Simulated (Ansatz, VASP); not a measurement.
Given: the input of a run of Ansatz 0.2.0 on Bi2Se3.

The input input.yaml:

```yaml
crystal:
  lattice:
    - [2.0852189429, 1.2039017179, 9.6085493036]
    - [-2.0852189429, 1.2039017179, 9.6085493036]
    - [0.0, -2.407803436, 9.6085493036]
  atoms:
    - { symbol: Bi, position: [0.5992, 0.5992, 0.5992] }
    - { symbol: Bi, position: [0.4008, 0.4008, 0.4008] }
    - { symbol: Se, position: [0.7883, 0.7883, 0.7883] }
    - { symbol: Se, position: [0.2117, 0.2117, 0.2117] }
    - { symbol: Se, position: [0.0, 0.0, 0.0] }
hamiltonian:
  xc: revpbe
  pseudopotentials: { kind: paw }
kpoints:
  mp_grid: { grid: [8, 8, 8] }
scf:
  occupations: { method: fermi_dirac, width: 0.05 }
output:
  forces: true
  stress: true
  eigenvalues: true
```

Potentials or basis: Ansatz PAW.

Launch:

```bash
$ ansatz run input.yaml --threads 2 --pin off --max-ram 5120MiB --backend cpu --events-out ev --progress --plain --runs-dir out
```

Question: Translate it to VASP 6.6.1. Potentials there: VASP PAW PBE potentials, release 64 (Bi_d, Se).

Answer: As run (the cutoff follows the program's own potentials):

The input INCAR:

```
SYSTEM = Bi2Se3
  PREC = Accurate
  ENCUT = 520
  EDIFF = 1E-7
  ISMEAR = -1
  SIGMA = 0.05
  LREAL = .False.
  LASPH = .True.
  NELM = 60
  ALGO = Normal
  ISIF = 2
  LWAVE = .False.
  LCHARG = .False.
  GGA = RE
  NBANDS = 32
```

File KPOINTS:

```
Automatic mesh
0
Gamma
  8 8 8
  0 0 0
```

Contents of POSCAR:

```
Bi2Se3
1.0
    2.0852189429      1.2039017179      9.6085493036
   -2.0852189429      1.2039017179      9.6085493036
    0.0000000000     -2.4078034360      9.6085493036
Bi Se
2 3
Direct
    0.5992000000      0.5992000000      0.5992000000
    0.4008000000      0.4008000000      0.4008000000
    0.7883000000      0.7883000000      0.7883000000
    0.2117000000      0.2117000000      0.2117000000
    0.0000000000      0.0000000000      0.0000000000
```

Potentials or basis: VASP PAW PBE potentials, release 64 (Bi_d, Se).

Launch:

```bash
$ cat potpaw_PBE.64/Bi_d/POTCAR potpaw_PBE.64/Se/POTCAR > POTCAR
$ mpirun -np 1 vasp_std > vasp.out
```

Both were run:

|  | VASP | Ansatz | Ansatz less VASP |
| --- | --- | --- | --- |
| gap on the k mesh at the Fermi level (eV) | 0.28 | 0.29 | +0.002 |
| least direct gap on the mesh (eV) | 0.28 | 0.29 | +0.002 |
| pressure (GPa) | 2.5 | 2.4 | -0.01 |
| traceless stress, the component that is largest in VASP (GPa) | 0.09 | 0.09 | 0.000 |
| rms of the force components (eV/Å) | 0.040 | 0.037 | -0.0034 |

VASP's potentials were made for PBE, not for revPBE. Atom by atom the forces differ by 0.005 eV/Å (rms over components). VASP's potentials hold 48 valence electrons a cell and Ansatz's 78, so a difference there can come from the potentials and not from the codes.

Spin-orbit coupling is off throughout.
